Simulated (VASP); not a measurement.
# Mg2Si in VASP: a series of runs

The runs below take Mg2Si through single point, with PBE, r2SCAN, HSE06.

Program: VASP 6.6.1. These are calculated values, not measurements. Logs are shortened: lines on timing, memory, paths and dates and some standing lists are left out, and cuts for length are marked.

**1. The cell of the first run**

Symmetry: R-3m, No. 166, trigonal system. The conventional cell has a = 4.482 Å, b = 4.482 Å, c = 10.923 Å, α = 90.00°, β = 90.00°, γ = 120.00°. Si (site symmetry -3m) has 8 Mg at 2.73 to 2.74 Å within 3.6 Å. Mg (site symmetry 3m) has 4 Si at 2.73 to 2.74 Å and 6 Mg at 3.16 to 3.17 Å within 3.6 Å.

**2. Single point, PBE (strain along [111] -0.5%)**

INCAR

```
SYSTEM = Mg2Si
PREC = Accurate
ENCUT = 600
EDIFF = 1E-6
ISMEAR = -1
SIGMA = 0.02
LREAL = .FALSE.
LASPH = .TRUE.
NELM = 120
ALGO = Normal
ISIF = 2
LWAVE = .FALSE.
LCHARG = .TRUE.
GGA = PE
LELF = .TRUE.
LVHAR = .TRUE.
NBANDS = 11
GGA_COMPAT = .FALSE.
```

KPOINTS

```
regular mesh
0
G
  8 8 8
  0 0 0
```

POSCAR

```
Mg2Si
1.0
   -0.0105632106      3.1583999762      3.1583999762
    3.1583999762     -0.0105632106      3.1583999762
    3.1583999762      3.1583999762     -0.0105632106
Si Mg
1 2
Direct
    0.0000000000      0.0000000000      0.0000000000
    0.2502380354      0.2502380354      0.2502380354
    0.7497619646      0.7497619646      0.7497619646
```

Potentials or basis: VASP PAW PBE potentials, release 64 (Si, Mg).

Launch:

```console
> cat potpaw_PBE.64/Si/POTCAR potpaw_PBE.64/Mg/POTCAR > POTCAR
> mpirun -np 1 vasp_std > vasp.out
```

OUTCAR:

```text
SYSTEM = Mg2Si
   PREC = Accurate
   ENCUT = 600
   EDIFF = 1E-6
   ISMEAR = -1
   LREAL = .FALSE.
   LASPH = .TRUE.
   NELM = 120
   ISIF = 2
   GGA = PE

 ion  position               nearest neighbor table
   1  0.000  0.000  0.000-   2 2.73   3 2.73   3 2.74   3 2.74   3 2.74   2 2.74   2 2.74   2 2.74

   2  0.250  0.250  0.250-   1 2.73   1 2.74   1 2.74   1 2.74   3 3.16   3 3.16   3 3.16   3 3.17
                             3 3.17   3 3.17
   3  0.750  0.750  0.750-   1 2.73   1 2.74   1 2.74   1 2.74   2 3.16   2 3.16   2 3.16   2 3.17
                             2 3.17   2 3.17

  LATTYP: Found a trigonal (rhomboedric) cell.
 ALAT       =     4.4666645722
 COS(alpha) =     0.4966527407

  Lattice vectors:

 A1 = (  -0.0105632106,   3.1583999762,   3.1583999762)
 A2 = (   3.1583999762,  -0.0105632106,   3.1583999762)
 A3 = (   3.1583999762,   3.1583999762,  -0.0105632106)

Analysis of symmetry for initial positions (statically):
=====================================================================
 Subroutine PRICEL returns:
 Original cell was already a primitive cell.

 Routine SETGRP: Setting up the symmetry group for a
 trigonal (rhombohedral) supercell.

 Subroutine GETGRP returns: Found 12 space group operations
 (whereof 12 operations were pure point group operations)
 out of a pool of 12 trial point group operations.

The static configuration has the point symmetry D_3d.

Analysis of symmetry for dynamics (positions and initial velocities):
=====================================================================
 Subroutine PRICEL returns:
 Original cell was already a primitive cell.

 Routine SETGRP: Setting up the symmetry group for a
 trigonal (rhombohedral) supercell.

 Subroutine GETGRP returns: Found 12 space group operations
 (whereof 12 operations were pure point group operations)
 out of a pool of 12 trial point group operations.

The dynamic configuration has the point symmetry D_3d.

 Subroutine INISYM returns: Found 12 space group operations
 (whereof 12 operations are pure point group operations),
 and found     1 'primitive' translations

----------------------------------------------------------------------------------------

                                     Primitive cell

  volume of cell :      63.3293

  direct lattice vectors                    reciprocal lattice vectors
    -0.010563211  3.158399976  3.158399976    -0.157516023  0.158044601  0.158044601
     3.158399976 -0.010563211  3.158399976     0.158044601 -0.157516023  0.158044601
[... 98 lines left out ...]
   NELECT =       8.0000    total number of electrons
   NUPDOWN=      -1.0000    fix difference up-down
   EMIN   =  10.00;   EMAX   =-10.00  energy-range for DOS
   EFERMI =   0.00;   METHOD = LEGACY
   ISMEAR =    -1;   SIGMA  =   0.02  broadening in eV -4-tet -1-fermi 0-gaus
   EFERMI_NEDOS =   21; number of points for ismear=-14 and -15
   IALGO  =     38    algorithm
   IMIX   =      4    mixing-type and parameters
     AMIX     =   0.40;   BMIX     =  1.00
     AMIX_MAG =   1.60;   BMIX_MAG =  1.00
  volume/ion in A,a.u.               =      21.11       142.46
  Fermi-wavevector in a.u.,A,eV,Ry     =   0.821429  1.552275  9.180467  0.674745
  Thomas-Fermi vector in A             =   1.932586
   LORBIT       =      0    0 simple, 1 ext, 2 COOP (PROOUT), +10 PAW based schemes
   GGA     = PE    functional components
   LHFCALC =     F    Hartree Fock is set to
   AEXX    =    0.0000 exact exchange contribution
   IVDW    =     0    specifies the selected vdW correction
   LEPSILON=     F    determine dielectric tensor
   LRPA    =     F    only Hartree local field effects (RPA)
 non-spin polarized calculation
  energy-cutoff  :      600.00
  volume of cell :       63.33
 maximum number of plane-waves:      2140
   NGX = 17   NGY = 17   NGZ = 17

 number of electron       8.0000000 magnetization

 Free energy of the ion-electron system (eV)
  ---------------------------------------------------
  ext. energy  EPLUGINS =         0.00000000
  ---------------------------------------------------
  free energy    TOTEN  =        -8.91129240 eV

  energy without entropy =       -8.91126774  energy(sigma->0) =       -8.91128007

 E-fermi :   3.7644     XC(G=0):  -8.8263

 val. band max:        3.6859462293   @ k =   0.0000   0.0000   0.0000
 cond. band min:       3.8574264485   @ k =   0.5000   0.5000  -0.0000
 fundamental gap:      0.1714802192
 Fermi energy:         3.7643962170

 k-point     1 :       0.0000    0.0000    0.0000
  band No.  band energies     occupation
      1      -5.4935      2.00000
      2       3.6556      1.99135
      3       3.6556      1.99135
      4       3.6859      1.96119
      5       5.6058      0.00000
      6       6.2307      0.00000
      7       6.2307      0.00000
      8       6.2910      0.00000
      9       9.3220      0.00000
     10       9.3220      0.00000
     11      10.2564      0.00000
[... 309 lines left out ...]
 k-point    24 :       0.3750    0.1250    0.1250
  band No.  band energies     occupation
      1      -4.6545      2.00000
      2       0.4123      2.00000
      3       2.0959      2.00000
      4       3.2468      2.00000
      5       5.8886      0.00000
      6       6.7050      0.00000
      7       6.7878      0.00000
      8       8.0836      0.00000
      9       8.0959      0.00000
     10      10.7369      0.00000
     11      11.1037      0.00000

 [... further k-points ...]

------------------------ aborting loop because EDIFF is reached ----------------------------------------

  FORCE on cell =-STRESS in cart. coord.  units (eV):
  Direction    XX          YY          ZZ          XY          YZ          ZX
  --------------------------------------------------------------------------------------
  -------------------------------------------------------------------------------------
  Total        0.3418738      0.3418738      0.3418738      0.0604090      0.0604090      0.0604090
  in kB        8.6491169      8.6491169      8.6491169      1.5282960      1.5282960      1.5282960
  external PRESSURE =       8.6491169 kB  Pullay stress =       0.0000000 kB

 VOLUME and BASIS-vectors are now :
 -----------------------------------------------------------------------------
  energy-cutoff  :      600.00
  volume of cell :       63.33
      direct lattice vectors                 reciprocal lattice vectors
    -0.010563211  3.158399976  3.158399976    -0.157516023  0.158044601  0.158044601
     3.158399976 -0.010563211  3.158399976     0.158044601 -0.157516023  0.158044601
     3.158399976  3.158399976 -0.010563211     0.158044601  0.158044601 -0.157516023

 POSITION                                       TOTAL-FORCE (eV/Angst)
 -----------------------------------------------------------------------------------
      0.00000      0.00000      0.00000        -0.000000      0.000000     -0.000000
      1.57806      1.57806      1.57806        -0.002958     -0.002958     -0.002958
      4.72818      4.72818      4.72818         0.002958      0.002958      0.002958
 -----------------------------------------------------------------------------------
    total drift:                                0.000000      0.000000      0.000000

  FREE ENERGIE OF THE ION-ELECTRON SYSTEM (eV)
  ---------------------------------------------------
  free  energy   TOTEN  =        -8.9112924045 eV

  energy  without entropy=       -8.9112677413  energy(sigma->0) =       -8.91128007
```

Run time: 91 s. Hardware: 1 thread of Intel Xeon 8259CL, shared host; peak memory 0.24 GiB.

What came out:

```
Free energy            : -8.9113 eV
Pressure               : 0.9 GPa
Largest force          : 0.005 eV/Å
Band gap on the k mesh : 0.17 eV (least direct gap 1.92 eV)
```

Forces in eV/Å, atoms in the order of the input:
```
Si   0.000  0.000  0.000
Mg  -0.003 -0.003 -0.003
Mg   0.003  0.003  0.003
```

Levels at points of the mesh, in eV from the valence-band top:
```csv
k point,band 2,band 3,band 4,band 5,band 6,band 7
"(0.00, 0.00, 0.00)",-0.03,-0.03,0.00,1.92,2.54,2.54
"(0.50, 0.00, 0.00)",-4.81,-0.73,-0.71,1.30,2.54,2.56
"(0.50, 0.50, 0.00)",-4.48,-1.99,-1.96,0.17,0.41,7.97
"(0.50, 0.50, 0.50)",-4.80,-0.74,-0.74,1.25,2.51,2.51
```

Caveat: the cell differs from its parent crystal (strain along [111] -0.5%).

**3. Single point, r2SCAN (epitaxial xy strain +0.5%)**

POSCAR

```
Mg2Si
1.0
    0.0000000000      3.1848080027      3.1623700939
    3.1848080027      0.0000000000      3.1623700939
    3.1848080027      3.1848080027      0.0000000000
Si Mg
1 2
Direct
    0.0000000000      0.0000000000      0.0000000000
    0.2500000000      0.2500000000      0.2500000000
    0.7500000000      0.7500000000      0.7500000000
```

INCAR.step1

```
ALGO = Normal
EDIFF = 1E-5
ENCUT = 660
GGA = PE
GGA_COMPAT = False
ISMEAR = 0
LASPH = True
LCHARG = False
LREAL = False
LWAVE = True
NBANDS = 11
NELM = 120
PREC = Accurate
SIGMA = 0.01
```

INCAR.step2

```
ALGO = Normal
EDIFF = 1E-6
ENCUT = 660
GGA_COMPAT = False
ISIF = 2
ISMEAR = 0
ISTART = 1
LASPH = True
LCHARG = False
LMIXTAU = True
LREAL = False
LWAVE = False
METAGGA = R2SCAN
NBANDS = 11
NELM = 120
PREC = Accurate
SIGMA = 0.01
```

KPOINTS

```
k-points
0
Gamma
  8 8 8
```

Potentials or basis: VASP PAW PBE potentials, release 64 (Si, Mg).

Launch:

```console
> cat potpaw_PBE.64/Si/POTCAR potpaw_PBE.64/Mg/POTCAR > POTCAR
> cp INCAR.step1 INCAR
> mpirun -np 1 vasp_std > vasp.out
> cp INCAR.step2 INCAR
> mpirun -np 1 vasp_std > vasp.out
```

OUTCAR:

```text
EDIFF = 1E-6
   ENCUT = 660
   ISIF = 2
   ISMEAR = 0
   ISTART = 1
   LASPH = True
   LREAL = False
   METAGGA = R2SCAN
   NELM = 120
   PREC = Accurate

 ion  position               nearest neighbor table
   1  0.000  0.000  0.000-   3 2.75   3 2.75   3 2.75   2 2.75   3 2.75   2 2.75   2 2.75   2 2.75

   2  0.250  0.250  0.250-   1 2.75   1 2.75   1 2.75   1 2.75   3 3.16   3 3.16   3 3.18   3 3.18
                             3 3.18   3 3.18
   3  0.750  0.750  0.750-   1 2.75   1 2.75   1 2.75   1 2.75   2 3.16   2 3.16   2 3.18   2 3.18
                             2 3.18   2 3.18

  LATTYP: Found a body centered tetragonal cell.
 ALAT       =     4.5039986710
 C/A-ratio  =     1.4042500120

  Lattice vectors:

 A1 = (   0.0000000000,  -3.1848080027,  -3.1623700939)
 A2 = (   0.0000000000,   3.1848080027,  -3.1623700939)
 A3 = (   3.1848080027,   0.0000000000,   3.1623700939)

Analysis of symmetry for initial positions (statically):
=====================================================================
 Subroutine PRICEL returns:
 Original cell was already a primitive cell.

 Routine SETGRP: Setting up the symmetry group for a
 body centered tetragonal supercell.

 Subroutine GETGRP returns: Found 16 space group operations
 (whereof 16 operations were pure point group operations)
 out of a pool of 16 trial point group operations.

The static configuration has the point symmetry D_4h.

Analysis of symmetry for dynamics (positions and initial velocities):
=====================================================================
 Subroutine PRICEL returns:
 Original cell was already a primitive cell.

 Routine SETGRP: Setting up the symmetry group for a
 body centered tetragonal supercell.

 Subroutine GETGRP returns: Found 16 space group operations
 (whereof 16 operations were pure point group operations)
 out of a pool of 16 trial point group operations.

The dynamic configuration has the point symmetry D_4h.

 Subroutine INISYM returns: Found 16 space group operations
 (whereof 16 operations are pure point group operations),
[... 128 lines left out ...]
   LRPA    =     F    only Hartree local field effects (RPA)
 non-spin polarized calculation
 Gauss-broadening in eV      SIGMA  =   0.01
  energy-cutoff  :      660.00
  volume of cell :       64.15
 maximum number of plane-waves:      2495
 NGX is ok and might be reduce to    40
   NGX = 19   NGY = 19   NGZ = 19

 number of electron       8.0000000 magnetization

 Free energy of the ion-electron system (eV)
  ---------------------------------------------------
  ext. energy  EPLUGINS =         0.00000000
  ---------------------------------------------------
  free energy    TOTEN  =       -17.68145187 eV

  energy without entropy =      -17.68145187  energy(sigma->0) =      -17.68145187

 E-fermi :   3.6184     XC(G=0):  -9.1802

 val. band max:        3.5327262656   @ k =   0.0000   0.0000   0.0000
 cond. band min:       3.9465245995   @ k =   0.5000   0.5000   0.0000
 fundamental gap:      0.4137983339
 Fermi energy:         3.6184347908

 k-point     1 :       0.0000    0.0000    0.0000
  band No.  band energies     occupation
      1      -5.9974      2.00000
      2       3.5004      2.00000
      3       3.5004      2.00000
      4       3.5327      2.00000
      5       5.9552      0.00000
      6       6.3148      0.00000
      7       6.3538      0.00000
      8       6.3538      0.00000
      9       9.4215      0.00000
     10       9.5141      0.00000
     11      11.0165      0.00000
[... 309 lines left out ...]
 k-point    24 :       0.3750    0.0000    0.1250
  band No.  band energies     occupation
      1      -4.9385      2.00000
      2      -0.2416      2.00000
      3       2.2892      2.00000
      4       2.4655      2.00000
      5       5.6264      0.00000
      6       6.6992      0.00000
      7       7.3623      0.00000
      8       7.8203      0.00000
      9      10.4516      0.00000
     10      10.8536      0.00000
     11      11.5678      0.00000

 [... further k-points ...]

------------------------ aborting loop because EDIFF is reached ----------------------------------------

  FORCE on cell =-STRESS in cart. coord.  units (eV):
  Direction    XX          YY          ZZ          XY          YZ          ZX
  --------------------------------------------------------------------------------------
  -------------------------------------------------------------------------------------
  Total       -0.3913384     -0.3913384     -0.0979244      0.0000000      0.0000000     -0.0000000
  in kB       -9.7735844     -9.7735844     -2.4456398      0.0000000      0.0000000     -0.0000000
  external PRESSURE =      -7.3309362 kB  Pullay stress =       0.0000000 kB

 VOLUME and BASIS-vectors are now :
 -----------------------------------------------------------------------------
  energy-cutoff  :      660.00
  volume of cell :       64.15
      direct lattice vectors                 reciprocal lattice vectors
     0.000000000  3.184808003  3.162370094    -0.156995335  0.156995335  0.158109261
     3.184808003  0.000000000  3.162370094     0.156995335 -0.156995335  0.158109261
     3.184808003  3.184808003  0.000000000     0.156995335  0.156995335 -0.158109261

 POSITION                                       TOTAL-FORCE (eV/Angst)
 -----------------------------------------------------------------------------------
      0.00000      0.00000      0.00000         0.000000     -0.000000     -0.000000
      1.59240      1.59240      1.58119        -0.000000     -0.000000     -0.000000
      4.77721      4.77721      4.74356        -0.000000      0.000000      0.000000
 -----------------------------------------------------------------------------------
    total drift:                               -0.000000      0.000000      0.000000

  FREE ENERGIE OF THE ION-ELECTRON SYSTEM (eV)
  ---------------------------------------------------
  free  energy   TOTEN  =       -17.6814518715 eV

  energy  without entropy=      -17.6814518715  energy(sigma->0) =      -17.68145187
```

OUTCAR.step1:

```text
EDIFF = 1E-5
   ENCUT = 660
   GGA = PE
   ISMEAR = 0
[... 566 lines left out ...]
      0.00000      0.00000      0.00000        -0.000000      0.000000     -0.000000
      1.59240      1.59240      1.58119         0.000000      0.000000     -0.000000
      4.77721      4.77721      4.74356         0.000000     -0.000000      0.000000
 -----------------------------------------------------------------------------------
    total drift:                               -0.000000      0.000000     -0.000000

  FREE ENERGIE OF THE ION-ELECTRON SYSTEM (eV)
  ---------------------------------------------------
  free  energy   TOTEN  =        -8.9135505286 eV

  energy  without entropy=       -8.9135505286  energy(sigma->0) =       -8.91355053
```

Run time: 6.8 min. Hardware: 1 thread of Intel Xeon 8259CL, shared host; peak memory 0.29 GiB.

What came out:

| Property | Result |
| --- | --- |
| Free energy | -17.6815 eV |
| Pressure | -0.7 GPa |
| Band gap on the k mesh | 0.41 eV (least direct gap 2.42 eV) |

Levels at points of the mesh, in eV from the valence-band top:
```csv
k point,band 1,band 2,band 3,band 4,band 5,band 6,band 7,band 8,band 9
"(0.00, 0.00, 0.00)",-9.53,-0.03,-0.03,0.00,2.42,2.78,2.82,2.82,5.89
"(0.50, 0.00, 0.00)",-8.05,-4.91,-0.79,-0.74,1.68,2.78,2.83,5.60,8.44
"(0.50, 0.50, 0.00)",-7.45,-4.52,-2.08,-2.08,0.41,0.67,8.60,8.60,8.96
"(0.50, 0.00, 0.50)",-7.47,-4.58,-2.05,-2.03,0.45,0.75,8.54,8.71,8.88
```

Caveat: the cell differs from its parent crystal (epitaxial xy strain +0.5%); the PAW data sets were made with another functional, which shifts forces and pressure a little.

**4. Single point, r2SCAN (epitaxial 111 strain -0.5%)**

POSCAR

```
Mg2Si
1.0
    0.0151805005      3.1682988713      3.1682988713
    3.1682988713      0.0151805005      3.1682988713
    3.1682988713      3.1682988713      0.0151805005
Si Mg
1 2
Direct
    0.0000000000      0.0000000000      0.0000000000
    0.2498228457      0.2498228457      0.2498228457
    0.7501771543      0.7501771543      0.7501771543
```

INCAR.step1

```
SYSTEM = Mg2Si
PREC     = Accurate       ! precision mode
ENCUT    = 660            ! plane-wave cutoff, eV
ISMEAR   = 0              ! smearing method
SIGMA    = 0.01           ! smearing width, eV
LREAL    = .False.        ! projectors in reciprocal space
LASPH    = .True.         ! aspherical terms in the spheres
NELM     = 120            ! most SCF steps
NBANDS   = 11             ! bands
GGA      = PE             ! functional
ALGO     = Normal         ! electronic algorithm
EDIFF    = 1E-5           ! SCF threshold, eV
LWAVE    = .True.         ! write WAVECAR
LCHARG   = .False.        ! write CHGCAR
GGA_COMPAT= .False.
```

INCAR.step2

```
SYSTEM = Mg2Si
PREC     = Accurate       ! precision mode
ENCUT    = 660            ! plane-wave cutoff, eV
EDIFF    = 1E-6           ! SCF threshold, eV
ISMEAR   = 0              ! smearing method
SIGMA    = 0.01           ! smearing width, eV
LREAL    = .False.        ! projectors in reciprocal space
LASPH    = .True.         ! aspherical terms in the spheres
NELM     = 120            ! most SCF steps
ALGO     = Normal         ! electronic algorithm
ISIF     = 2              ! what is computed and relaxed
LWAVE    = .False.        ! write WAVECAR
LCHARG   = .False.        ! write CHGCAR
METAGGA  = R2SCAN         ! meta-GGA
LMIXTAU  = .True.       
NBANDS   = 11             ! bands
ISTART   = 1            
GGA_COMPAT= .False.
```

KPOINTS

```
regular mesh
0
Gamma
  8 8 8
  0 0 0
```

Launch:

```console
> cat potpaw_PBE.64/Si/POTCAR potpaw_PBE.64/Mg/POTCAR > POTCAR
> cp INCAR.step1 INCAR
> mpirun -np 1 vasp_std > vasp.out
> cp INCAR.step2 INCAR
> mpirun -np 1 vasp_std > vasp.out
```

Wall time 6.6 min (1 thread of Intel Xeon 8259CL, shared host); peak memory 0.29 GiB.

The run converged. Its results:

| Item | Value |
| --- | --- |
| Free energy | -17.6832 eV |
| Pressure | 0.2 GPa |
| Band gap on the k mesh | 0.42 eV (least direct gap 2.47 eV) |

Stress tensor (GPa, compression positive):
```
 0.18 -0.25 -0.25
-0.25  0.18 -0.25
-0.25 -0.25  0.18
```

Levels at points of the mesh, in eV from the valence-band top:
| k point | band 1 | band 2 | band 3 | band 4 | band 5 | band 6 | band 7 | band 8 | band 9 |
| --- | --- | --- | --- | --- | --- | --- | --- | --- | --- |
| (0.00, 0.00, 0.00) | -9.59 | -0.04 | 0.00 | 0.00 | 2.52 | 2.80 | 2.87 | 2.87 | 5.96 |
| (0.50, 0.00, 0.00) | -8.07 | -4.95 | -0.78 | -0.76 | 1.74 | 2.79 | 2.82 | 5.63 | 8.49 |
| (0.50, 0.50, 0.00) | -7.49 | -4.59 | -2.09 | -2.04 | 0.42 | 0.76 | 8.71 | 8.73 | 9.03 |
| (0.50, 0.50, 0.50) | -8.10 | -4.97 | -0.73 | -0.73 | 1.81 | 2.85 | 2.85 | 5.70 | 8.50 |

Caveat: the cell differs from its parent crystal (epitaxial 111 strain -0.5%); the PAW data sets were made with another functional, which shifts forces and pressure a little.

(Continued in part 2 of 2.)
